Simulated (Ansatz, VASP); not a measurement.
**Two plane-wave programs on Sb**

```xyz
2
Lattice="3.3151 0.0000 0.0000 -1.6576 2.8710 0.0000 0.0000 0.0000 5.4818" Properties=species:S:1:pos:R:3 pbc="T T T"
Sb    0.0000    1.9140    1.3704
Sb    1.6576    0.9570    4.1113
```

Alike in both runs: functional PBEsol; k mesh 11 × 11 × 6; occupations fermi-dirac, width 0.1 eV; no spin polarisation.

Ansatz relaxed the structure, and its values are those at the end. VASP's run is a single point on that final structure, the one shown.

|  | VASP | Ansatz |
| --- | --- | --- |
| version | VASP 6.6.1 | Ansatz 0.2.0 |
| potentials or method | VASP PAW PBE potentials, release 64 (Sb), cutoff 520 eV | plane waves (420 eV) with PAW, scalar-relativistic |
| valence electrons in the cell | 10 | 30 |

|  | VASP | Ansatz | Ansatz less VASP |
| --- | --- | --- | --- |
| pressure (GPa) | 0.0 | 0.0 | +0.01 |

VASP's potentials were made for PBE, not for PBEsol, and Ansatz warns of the same on its side. With one functional, cell and mesh, what is left measures potentials, basis and numerics. VASP's potentials hold 10 valence electrons a cell and Ansatz's 30, so a difference there can come from the potentials and not from the codes.

Spin-orbit coupling is off throughout.
